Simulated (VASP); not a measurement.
Runs of VASP 6.6.1 on Al. The structure is that of space group Fm-3m (No. 225), or close to it. The cells are those of the table. 

```tsv
task	level	cell	cutoff (eV)	gap on the mesh (eV)	pressure (GPa)	relaxed volume (Å³/atom)
relaxation of cell and atoms	RPBE	relaxed from a = 2.864 Å, angles 60.0°, 1 atom	500	none	-0.1	16.77
relaxation of cell and atoms	PBEsol	relaxed from a = 2.864 Å, angles 60.0°, 1 atom	500	none	0.0	16.17
single point	PBEsol	a = 2.838 Å, angles 60.0°, 1 atom	500	none	0.0	-
single point	RPBE	a = 2.874 Å, angles 60.0°, 1 atom	500	none	(a)	-
single point	r2SCAN	a = 2.823 Å, angles 60.0°, 1 atom	550	none	-0.4	-
```

Alike in all rows: potentials or basis VASP PAW PBE potentials, release 64 (Al); no spin polarisation; k mesh 13 × 13 × 13; smearing methfessel-paxton 0.1 eV.

**Question.** Fill in the values left out.

**Answer.** (a) -0.2.

Caveats: the PAW data sets were made with another functional, which shifts forces and pressure a little.

A gap of «none» marks levels without a gap at the run's occupations.
